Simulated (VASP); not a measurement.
TaN: single point with r2SCAN

TaN:

```
Ta N
1.0
     5.23986    0.00000    0.00000
    -2.61993    4.53785    0.00000
     0.00000    0.00000    2.90418
Ta N
3 3
Direct
  0.00000 0.00000 0.00000
  0.33333 0.66667 0.50000
  0.66667 0.33333 0.50000
  0.50000 0.00000 0.00000
  0.50000 0.50000 0.00000
  0.00000 0.50000 0.00000
```

```json
{
 "Program": "VASP 6.6.1",
 "Task": "single point",
 "Functional": "r2SCAN",
 "Potentials or basis": "VASP PAW PBE potentials, release 64 (Ta_sv_GW, N)",
 "Cutoff": "660 eV",
 "k mesh": "9 × 9 × 12",
 "Occupations": "gaussian, width 0.1 eV",
 "Spin": "no spin polarisation"
}
```

```json
{
 "Pressure": "0.1 GPa",
 "Band gap on the k mesh": "zero (bands 27 and 28 overlap by 2.18 eV)"
}
```

Stress tensor (GPa, compression positive):
```
0.10 0.00 0.00
0.00 0.10 0.00
0.00 0.00 0.24
```

Levels at points of the mesh, in eV from the Fermi level:
```tsv
k point	band 23	band 24	band 25	band 26	band 27	band 28	band 29	band 30	band 31	band 32
(0.00, 0.00, 0.00)	-3.44	-3.44	-2.80	-2.28	-1.21	-1.21	0.93	0.93	1.31	2.18
(0.00, 0.00, 0.50)	-3.92	-3.47	-3.47	-2.19	0.95	0.95	1.43	1.98	2.42	2.42
```

Run time: 19 min on 1 thread of Intel(R) Xeon(R) 6975P-C (Granite Rapids) (shared host), peak memory 0.4 GiB.

Caveat: the PAW data sets were made with another functional, which shifts forces and pressure a little; spin-orbit coupling is left out, which moves the levels of the heavy elements.
